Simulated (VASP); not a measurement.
Write the native input for VASP 6.6.1 that does the following.

```
Task                   : single point
Functional             : r2SCAN
Potentials or basis    : VASP PAW PBE potentials, release 64 (N)
Cutoff                 : 520 eV
k mesh                 : 6 × 5 × 6, shifted
Occupations            : fermi-dirac, width 0.1 eV
Spin                   : no spin polarisation
Dipole correction      : no
Further INCAR settings : ALGO = Normal; EDIFF = 1e-06; NBANDS = 12
```

Crystal: N.

```
N
1.0
    -0.00728    3.84947    0.02610
     3.94166   -0.00728   -0.04031
     2.00041    1.89959   -3.13704
N
2
Direct
  0.41391 0.40203 0.19786
  0.59057 0.55737 0.82616
```

One way to write it, as run:

POSCAR

```
N
1.0
   -0.0072800000      3.8494730000      0.0261020000
    3.9416570000     -0.0072800000     -0.0403120000
    2.0004090000      1.8995860000     -3.1370420000
N
2
Direct
    0.4139070000      0.4020330000      0.1978640000
    0.5905660000      0.5573660000      0.8261640000
```

INCAR.step1

```
ALGO = Normal
EDIFF = 1E-4
ENCUT = 520
GGA = PE
ISMEAR = -1
LASPH = T
LCHARG = F
LREAL = F
LWAVE = T
NBANDS = 12
NELM = 60
PREC = Accurate
SIGMA = 0.1
```

INCAR.step2

```
ALGO = Normal
EDIFF = 1E-6
ENCUT = 520
ISIF = 2
ISMEAR = -1
ISTART = 1
LASPH = T
LCHARG = T
LELF = T
LMIXTAU = T
LREAL = F
LVHAR = T
LWAVE = F
METAGGA = R2SCAN
NBANDS = 12
NELM = 60
PREC = Accurate
SIGMA = 0.1
```

KPOINTS

```
Automatic mesh
0
Gamma
  6 5 6
  0 0.5 0
```

Potentials or basis: VASP PAW PBE potentials, release 64 (N).

Run with:

```bash
$ cat potpaw_PBE.64/N/POTCAR > POTCAR
$ cp INCAR.step1 INCAR
$ mpirun -np 1 vasp_std > vasp.out
$ cp INCAR.step2 INCAR
$ mpirun -np 1 vasp_std > vasp.out
```

It gave:

| Quantity | Value |
| --- | --- |
| Pressure | -10.8 GPa |
| Largest force | 8.152 eV/Å |
| Band gap on the k mesh | 6.71 eV |

Caveat: the standard files for N, O and F lose accuracy on very short bonds; the stress differs along the axes, from -32 to -0 GPa; the PAW data sets were made with another functional, which shifts forces and pressure a little; a shifted mesh leaves out Γ, where band edges can lie.

Run time: 3 min on 1 thread of Intel(R) Xeon(R) Platinum 8259CL CPU @ 2.50GHz (Skylake/Cascade Lake), on a shared host, peak memory 0.18 GiB.
